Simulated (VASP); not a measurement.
Wanted: the native input for a VASP 6.6.1 run.

```
Task                   : single point
Functional             : PBEsol
Potentials or basis    : VASP PAW PBE potentials, release 64 (Ti_sv, Si)
Cutoff                 : 520 eV
k mesh                 : 12 × 12 × 12
Occupations            : fermi-dirac, width 0.05 eV
Spin                   : no spin polarisation
Hubbard terms          : Ti d U = 3.0 eV
Dipole correction      : no
Further INCAR settings : ALGO = Normal; EDIFF = 1e-06; NBANDS = 17
```

The structure of TiSi2 lies in POSCAR:

```
TiSi2
1.0
   -1.4707597424      1.7062839610      4.1935421355
    1.4707597424     -1.7062839610      4.1935421355
    1.4707597424      1.7062839610     -4.1935421355
Ti Si
1 2
Direct
    0.0000000000      0.0000000000      0.0000000000
    0.6710837038      0.6710837038      0.0000000000
    0.3289162962      0.3289162962      0.0000000000
```

These files were run (other wordings do the same):

INCAR

```
SYSTEM = TiSi2
ALGO = Normal
EDIFF = 1E-6
ENCUT = 520
GGA = PS
ISIF = 2
ISMEAR = -1
LASPH = .True.
LCHARG = .True.
LDAU = .True.
LDAUJ = 0 0
LDAUL = 2 -1
LDAUPRINT = 1
LDAUTYPE = 2
LDAUU = 3 0
LELF = .True.
LMAXMIX = 4
LREAL = .False.
LVHAR = .True.
LWAVE = .False.
NBANDS = 17
NELM = 150
PREC = Accurate
SIGMA = 0.05
```

KPOINTS

```
k-points
0
Gamma
  12 12 12
  0 0 0
```

Potentials or basis: VASP PAW PBE potentials, release 64 (Ti_sv, Si).

The run is started by

```bash
$ cat potpaw_PBE.64/Ti_sv/POTCAR potpaw_PBE.64/Si/POTCAR > POTCAR
$ mpirun -np 1 vasp_std > vasp.out
```

It gave:

- Pressure: 1.3 GPa
- Largest force: 0.011 eV/Å
- Band gap on the k mesh: zero (bands 10 and 11 overlap by 2.47 eV)

Caveat: the PAW data sets were made with another functional, which shifts forces and pressure a little; U without spin polarisation on a metal has little footing; the U is typed as a test and isn't derived for this compound.

Run time: 110 s on 1 thread of Intel(R) Xeon(R) 6975P-C (Granite Rapids), on a shared host, peak memory 0.34 GiB.
